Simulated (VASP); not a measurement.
# MgS in VASP: further runs

The runs below take MgS through single point, with LDA.

All numbers are computed with VASP 6.6.1; they aren't measurements. Logs are shortened: lines on timing, memory, paths and dates and some standing lists are left out, and cuts for length are marked.

## 1. The cell of the first run

The structure is tetragonal, space group I-4m2 (No. 119). The conventional cell has a = 4.067 Å, b = 4.067 Å, c = 5.666 Å, α = 90.00°, β = 90.00°, γ = 90.00°. Within 3.3 Å of Mg (site symmetry -4m2) lie 4 S at 2.48 Å. Within 3.3 Å of S (site symmetry -4m2) lie 4 Mg at 2.48 Å.

## 2. Single point, LDA (strain +0.015 along x and y, +0.000 along z)

Input file INCAR:

```
ALGO = Normal ; EDIFF = 1E-6
ENCUT = 520 ; GGA = CA
ISIF = 2 ; ISMEAR = 0
LASPH = True ; LCHARG = True
LELF = True ; LREAL = False
LVHAR = True ; LWAVE = False
NBANDS = 11 ; NELM = 60
PREC = Accurate ; SIGMA = 0.05
```

Input file KPOINTS:

```
k-points
0
Gamma
  8 8 8
```

Input file POSCAR:

```
MgS
1.0
    0.0000000000      2.8756168475      2.8331200468
    2.8756168475      0.0000000000      2.8331200468
    2.8756168475      2.8756168475      0.0000000000
Mg S
1 1
Direct
    0.0000000000      0.0000000000      0.0000000000
    0.7500000000      0.7500000000      0.7500000000
```

Potentials or basis: VASP PAW LDA potentials, release 64 (Mg, S).

On the command line:

```sh
cat potpaw_LDA.64/Mg/POTCAR potpaw_LDA.64/S/POTCAR > POTCAR
mpirun -np 1 vasp_std > vasp.out
```

OUTCAR:

```text
EDIFF = 1E-6
   ENCUT = 520
   GGA = CA
   ISIF = 2
   ISMEAR = 0
   LASPH = True
   LREAL = False
   NELM = 60
   PREC = Accurate

 ion  position               nearest neighbor table
   1  0.000  0.000  0.000-   2 2.48   2 2.48   2 2.48   2 2.48
   2  0.750  0.750  0.750-   1 2.48   1 2.48   1 2.48   1 2.48

  LATTYP: Found a body centered tetragonal cell.
 ALAT       =     4.0667363459
 C/A-ratio  =     1.3933138546

  Lattice vectors:

 A1 = (   0.0000000000,  -2.8756168475,  -2.8331200468)
 A2 = (   0.0000000000,   2.8756168475,  -2.8331200468)
 A3 = (   2.8756168475,   0.0000000000,   2.8331200468)

Analysis of symmetry for initial positions (statically):
=====================================================================
 Subroutine PRICEL returns:
 Original cell was already a primitive cell.

 Routine SETGRP: Setting up the symmetry group for a
 body centered tetragonal supercell.

 Subroutine GETGRP returns: Found  8 space group operations
 (whereof  8 operations were pure point group operations)
 out of a pool of 16 trial point group operations.

The static configuration has the point symmetry D_2d.

Analysis of symmetry for dynamics (positions and initial velocities):
=====================================================================
 Subroutine PRICEL returns:
 Original cell was already a primitive cell.

 Routine SETGRP: Setting up the symmetry group for a
 body centered tetragonal supercell.

 Subroutine GETGRP returns: Found  8 space group operations
 (whereof  8 operations were pure point group operations)
 out of a pool of 16 trial point group operations.

The dynamic configuration has the point symmetry D_2d.

 Subroutine INISYM returns: Found  8 space group operations
 (whereof  8 operations are pure point group operations),
 and found     1 'primitive' translations

----------------------------------------------------------------------------------------

                                     Primitive cell

  volume of cell :      46.8551

  direct lattice vectors                    reciprocal lattice vectors
     0.000000000  2.875616847  2.833120047    -0.173875737  0.173875737  0.176483874
     2.875616847  0.000000000  2.833120047     0.173875737 -0.173875737  0.176483874
     2.875616847  2.875616847  0.000000000     0.173875737  0.173875737 -0.176483874

  length of vectors
     4.036798416  4.036798416  4.066736346     0.302674911  0.302674911  0.302674911

  position of ions in fractional coordinates (direct lattice)
     0.000000000  0.000000000  0.000000000
     0.750000000  0.750000000  0.750000000

  ion indices of the primitive-cell ions
   primitive index   ion index
                 1           1
                 2           2

----------------------------------------------------------------------------------------

 KPOINTS: k-points

Automatic generation of k-mesh.
 Grid dimensions read from file:
 generate k-points for:    8    8    8

 Generating k-lattice:

  Cartesian coordinates                     Fractional coordinates (reciprocal lattice)
    -0.021734467  0.021734467  0.022060484     0.125000000  0.000000000  0.000000000
     0.021734467 -0.021734467  0.022060484     0.000000000  0.125000000  0.000000000
     0.021734467  0.021734467 -0.022060484     0.000000000  0.000000000  0.125000000

  Length of vectors
     0.037834364  0.037834364  0.037834364

  Shift w.r.t. Gamma in fractional coordinates (k-lattice)
     0.000000000  0.000000000  0.000000000

 Subroutine IBZKPT returns following result:
 ===========================================

 Found     59 irreducible k-points:

 Following reciprocal coordinates:
            Coordinates               Weight
  0.000000  0.000000  0.000000      1.000000
  0.125000  0.000000  0.000000      8.000000
  0.250000  0.000000  0.000000      8.000000
  0.375000  0.000000  0.000000      8.000000
  0.500000  0.000000  0.000000      4.000000
  0.125000  0.125000  0.000000      2.000000
[... 16 lines left out ...]
  0.250000  0.000000  0.125000     16.000000
  0.375000  0.000000  0.125000     16.000000
 [... further k-points ...]
   k-points           NKPTS =     59   k-points in BZ     NKDIM =     59   number of bands    NBANDS=     11
   number of dos      NEDOS =    301   number of ions     NIONS =      2
   total plane-waves  NPLWV =  27000
   dimension x,y,z NGX =    30 NGY =   30 NGZ =   30
   dimension x,y,z NGXF=    60 NGYF=   60 NGZF=   60
   ions per type =               1   1
   NGX,Y,Z   is equivalent  to a cutoff of  12.35, 12.35, 12.26 a.u.
   NGXF,Y,Z  is equivalent  to a cutoff of  24.71, 24.71, 24.53 a.u.
 SYSTEM =  unknown system
   PREC   = accura    normal or accurate (medium, high low for compatibility)
   ISTART =      0    job   : 0-new  1-cont  2-samecut
   ICHARG =      2    charge: 1-file 2-atom 10-const
   ISPIN  =      1    spin polarized calculation?
   LNONCOLLINEAR =      F non collinear calculations
   LSORBIT =      F    spin-orbit coupling
   LASPH  =      T    aspherical Exc in radial PAW
   ENCUT  =  520.0 eV  38.22 Ry    6.18 a.u.   7.51  7.51  7.56*2*pi/ulx,y,z
   NELM   =     60;   NELMIN=  2; NELMDL= -5     # of ELM steps
   EDIFF  = 0.1E-05   stopping-criterion for ELM
   LREAL  =      F    real-space projection
   EDIFFG = 0.1E-04   stopping-criterion for IOM
   NSW    =      0    number of steps for IOM
   IBRION =     -1    ionic relax: 0-MD 1-quasi-New 2-CG
   NFREE  =      0    steps in history (QN), initial steepest desc. (CG)
   ISIF   =      2    stress and relaxation
   ISYM   =      2    0-nonsym 1-usesym 2-fastsym
   POTIM  = 0.5000    time-step for ionic-motion
   TEBEG  =    0.0;   TEEND  =   0.0 temperature during run
   PSTRESS=    0.0 pullay stress
   NELECT =       8.0000    total number of electrons
   NUPDOWN=      -1.0000    fix difference up-down
   EMIN   =  10.00;   EMAX   =-10.00  energy-range for DOS
   EFERMI =   0.00;   METHOD = LEGACY
   ISMEAR =     0;   SIGMA  =   0.05  broadening in eV -4-tet -1-fermi 0-gaus
   EFERMI_NEDOS =   21; number of points for ismear=-14 and -15
   IALGO  =     38    algorithm
   IMIX   =      4    mixing-type and parameters
     AMIX     =   0.40;   BMIX     =  1.00
     AMIX_MAG =   1.60;   BMIX_MAG =  1.00
  volume/ion in A,a.u.               =      23.43       158.10
  Fermi-wavevector in a.u.,A,eV,Ry     =   0.908209  1.716266 11.222679  0.824844
  Thomas-Fermi vector in A             =   2.032108
   LORBIT       =      0    0 simple, 1 ext, 2 COOP (PROOUT), +10 PAW based schemes
   GGA     = CA    functional components
   LHFCALC =     F    Hartree Fock is set to
   AEXX    =    0.0000 exact exchange contribution
   IVDW    =     0    specifies the selected vdW correction
   LEPSILON=     F    determine dielectric tensor
   LRPA    =     F    only Hartree local field effects (RPA)
 non-spin polarized calculation
 Gauss-broadening in eV      SIGMA  =   0.05
  energy-cutoff  :      520.00
  volume of cell :       46.86
 maximum number of plane-waves:      1283
   NGX = 15   NGY = 15   NGZ = 15

 number of electron       8.0000001 magnetization

 Free energy of the ion-electron system (eV)
  ---------------------------------------------------
  ext. energy  EPLUGINS =         0.00000000
  ---------------------------------------------------
  free energy    TOTEN  =        -9.34983600 eV

  energy without entropy =       -9.34983600  energy(sigma->0) =       -9.34983600

 E-fermi :   0.9599     XC(G=0):  -8.6404

 val. band max:        0.7207939278   @ k =   0.0000   0.0000   0.0000
 cond. band min:       3.7330853063   @ k =   0.0000   0.0000   0.0000
 fundamental gap:      3.0122913785
 Fermi energy:         0.9598807308

 k-point     1 :       0.0000    0.0000    0.0000
  band No.  band energies     occupation
      1     -10.4382      2.00000
      2       0.6837      2.00000
      3       0.6837      2.00000
      4       0.7208      2.00000
      5       3.7331      0.00000
      6       8.3771      0.00000
      7       8.3771      0.00000
      8       8.3868      0.00000
      9      11.2475      0.00000
     10      11.4878      0.00000
     11      13.7842      0.00000

 k-point     2 :       0.1250    0.0000    0.0000
  band No.  band energies     occupation
      1     -10.3541      2.00000
      2      -0.0015      2.00000
      3       0.6269      2.00000
      4       0.6594      2.00000
      5       4.4097      0.00000
      6       8.1690      0.00000
      7       8.5426      0.00000
      8       8.5624      0.00000
      9      10.7949      0.00000
     10      10.9802      0.00000
     11      13.3590      0.00000

 k-point     3 :       0.2500    0.0000    0.0000
  band No.  band energies     occupation
      1     -10.1367      2.00000
      2      -1.1622      2.00000
      3       0.4989      2.00000
      4       0.5482      2.00000
      5       5.2745      0.00000
      6       8.1480      0.00000
      7       8.5544      0.00000
      8       8.6569      0.00000
      9      10.8848      0.00000
     10      10.9280      0.00000
     11      12.5081      0.00000

 k-point     4 :       0.3750    0.0000    0.0000
  band No.  band energies     occupation
      1      -9.8942      2.00000
      2      -2.0673      2.00000
      3       0.3818      2.00000
      4       0.4465      2.00000
      5       5.4706      0.00000
      6       8.2048      0.00000
      7       8.3377      0.00000
      8       8.6791      0.00000
      9      12.1239      0.00000
     10      12.1976      0.00000
     11      12.4777      0.00000
[... 239 lines left out ...]
 k-point    22 :       0.1250    0.0000    0.1250
  band No.  band energies     occupation
      1     -10.3273      2.00000
      2      -0.0161      2.00000
      3       0.5124      2.00000
      4       0.5406      2.00000
      5       4.6313      0.00000
      6       7.8257      0.00000
      7       8.7677      0.00000
      8       8.8179      0.00000
      9       9.8350      0.00000
     10      11.6822      0.00000
     11      14.5209      0.00000

 k-point    23 :       0.2500    0.0000    0.1250
  band No.  band energies     occupation
      1     -10.1550      2.00000
      2      -0.8710      2.00000
      3       0.3586      2.00000
      4       0.3941      2.00000
      5       5.4445      0.00000
      6       7.5497      0.00000
      7       8.5327      0.00000
      8       9.1029      0.00000
      9       9.9146      0.00000
     10      11.7992      0.00000
     11      13.7492      0.00000

 k-point    24 :       0.3750    0.0000    0.1250
  band No.  band energies     occupation
      1      -9.9180      2.00000
      2      -1.7644      2.00000
      3       0.1663      2.00000
      4       0.2691      2.00000
      5       5.8732      0.00000
      6       7.5526      0.00000
      7       8.4093      0.00000
      8       8.9065      0.00000
      9      11.1280      0.00000
     10      12.7407      0.00000
     11      13.2978      0.00000

 [... further k-points ...]

------------------------ aborting loop because EDIFF is reached ----------------------------------------

  FORCE on cell =-STRESS in cart. coord.  units (eV):
  Direction    XX          YY          ZZ          XY          YZ          ZX
  --------------------------------------------------------------------------------------
  -------------------------------------------------------------------------------------
  Total       -1.2010156     -1.2010156     -1.1021126      0.0000000      0.0000000      0.0000000
  in kB      -41.0678735    -41.0678735    -37.6859556      0.0000000      0.0000000      0.0000000
  external PRESSURE =     -39.9405675 kB  Pullay stress =       0.0000000 kB

 VOLUME and BASIS-vectors are now :
 -----------------------------------------------------------------------------
  energy-cutoff  :      520.00
  volume of cell :       46.86
      direct lattice vectors                 reciprocal lattice vectors
     0.000000000  2.875616847  2.833120047    -0.173875737  0.173875737  0.176483874
     2.875616847  0.000000000  2.833120047     0.173875737 -0.173875737  0.176483874
     2.875616847  2.875616847  0.000000000     0.173875737  0.173875737 -0.176483874

 POSITION                                       TOTAL-FORCE (eV/Angst)
 -----------------------------------------------------------------------------------
      0.00000      0.00000      0.00000         0.000000      0.000000      0.000000
      4.31343      4.31343      4.24968        -0.000000     -0.000000      0.000000
 -----------------------------------------------------------------------------------
    total drift:                               -0.000000     -0.000000     -0.000000

  FREE ENERGIE OF THE ION-ELECTRON SYSTEM (eV)
  ---------------------------------------------------
  free  energy   TOTEN  =        -9.3498360007 eV

  energy  without entropy=       -9.3498360007  energy(sigma->0) =       -9.34983600
```

Wall time 36 s (1 thread of Intel Xeon 8259CL, shared host); peak memory 0.17 GiB.

What came out:

* Free energy: -9.3498 eV
* Pressure: -4.0 GPa
* Band gap on the k mesh: 3.01 eV, direct

Caveat: the cell differs from its parent crystal (strain +0.015 along x and y, +0.000 along z).

## 3. Single point, LDA (strain +0.030 along x and y, +0.000 along z)

Input file INCAR:

```
ALGO = Normal ; EDIFF = 1E-6
ENCUT = 520 ; ISIF = 2
ISMEAR = 0 ; LASPH = T
LCHARG = T ; LELF = T
LREAL = F ; LVHAR = T
LWAVE = F ; NBANDS = 11
NELM = 80 ; PREC = Accurate
SIGMA = 0.05
```

KPOINTS is that of step 2.

Input file POSCAR:

```
MgS
1.0
    0.0000000000      2.9181136482      2.8331200468
    2.9181136482      0.0000000000      2.8331200468
    2.9181136482      2.9181136482      0.0000000000
Mg S
1 1
Direct
    0.0000000000      0.0000000000      0.0000000000
    0.7500000000      0.7500000000      0.7500000000
```

Potentials or basis: VASP PAW LDA potentials, release 64 (Mg, S).

On the command line:

```sh
cat potpaw_LDA.64/Mg/POTCAR potpaw_LDA.64/S/POTCAR > POTCAR
mpirun -np 1 vasp_std > vasp.out
```

Wall time 37 s (1 thread of Intel Xeon 8259CL, shared host); peak memory 0.17 GiB.

It converged, with:

```
Free energy            : -9.3082 eV
Pressure               : -5.3 GPa
Band gap on the k mesh : 2.85 eV, direct
```

Stress tensor (GPa, compression positive):
```
-5.49  0.00  0.00
 0.00 -5.49  0.00
 0.00  0.00 -4.81
```

Levels at points of the mesh, in eV from the valence-band top:
```tsv
k point	band 1	band 2	band 3	band 4	band 5	band 6	band 7	band 8	band 9
(0.00, 0.00, 0.00)	-11.09	-0.07	-0.07	0.00	2.85	7.56	7.56	7.57	10.33
(0.50, 0.00, 0.00)	-10.48	-3.06	-0.43	-0.30	4.59	7.19	7.47	8.03	12.04
(0.50, 0.50, 0.00)	-10.25	-2.67	-1.12	-1.12	3.62	5.14	10.48	11.39	11.39
(0.50, 0.00, 0.50)	-10.30	-2.81	-0.99	-0.98	3.68	5.36	10.16	11.24	11.75
```

Caveat: the cell differs from its parent crystal (strain +0.030 along x and y, +0.000 along z).

## 4. Single point, LDA (strain +0.030 along x and y, +0.015 along z)

Input file INCAR:

```
PREC     = Accurate       # precision mode
ENCUT    = 520            # plane-wave cutoff, eV
EDIFF    = 1E-6           # SCF threshold, eV
ISMEAR   = 0              # smearing method
SIGMA    = 0.05           # smearing width, eV
LREAL    = False          # projectors in reciprocal space
LASPH    = True           # aspherical terms in the spheres
NELM     = 60             # most SCF steps
ALGO     = Normal         # electronic algorithm
ISIF     = 2              # what is computed and relaxed
LWAVE    = False          # write WAVECAR
LCHARG   = False          # write CHGCAR
GGA      = CA             # functional
NBANDS   = 11             # bands
```

Input file KPOINTS:

```
Automatic mesh
0
Gamma
  8 8 8
```

Input file POSCAR:

```
MgS
1.0
    0.0000000000      2.9181136482      2.8756168475
    2.9181136482      0.0000000000      2.8756168475
    2.9181136482      2.9181136482      0.0000000000
Mg S
1 1
Direct
    0.0000000000      0.0000000000      0.0000000000
    0.7500000000      0.7500000000      0.7500000000
```

On the command line:

```sh
cat potpaw_LDA.64/Mg/POTCAR potpaw_LDA.64/S/POTCAR > POTCAR
mpirun -np 1 vasp_std > vasp.out
```

Wall time 39 s (1 thread of Intel Xeon 8259CL, shared host); peak memory 0.17 GiB.

The run converged. Its results:

```
Free energy            : -9.2850 eV
Pressure               : -5.8 GPa
Band gap on the k mesh : 2.80 eV, direct
```

Stress tensor (GPa, compression positive):
```
-5.95  0.00  0.00
 0.00 -5.95  0.00
 0.00  0.00 -5.58
```

Levels at points of the mesh, in eV from the valence-band top:
```tsv
k point	band 2	band 3	band 4	band 5	band 6	band 7
(0.00, 0.00, 0.00)	-0.04	-0.04	0.00	2.80	7.54	7.54
(0.50, 0.00, 0.00)	-2.99	-0.37	-0.30	4.56	7.25	7.39
(0.50, 0.50, 0.00)	-2.66	-1.04	-1.04	3.67	5.22	10.27
(0.50, 0.00, 0.50)	-2.73	-0.98	-0.97	3.70	5.32	10.11
```

Caveat: the cell differs from its parent crystal (strain +0.030 along x and y, +0.015 along z).

(Part 1 of 2 ends here.)
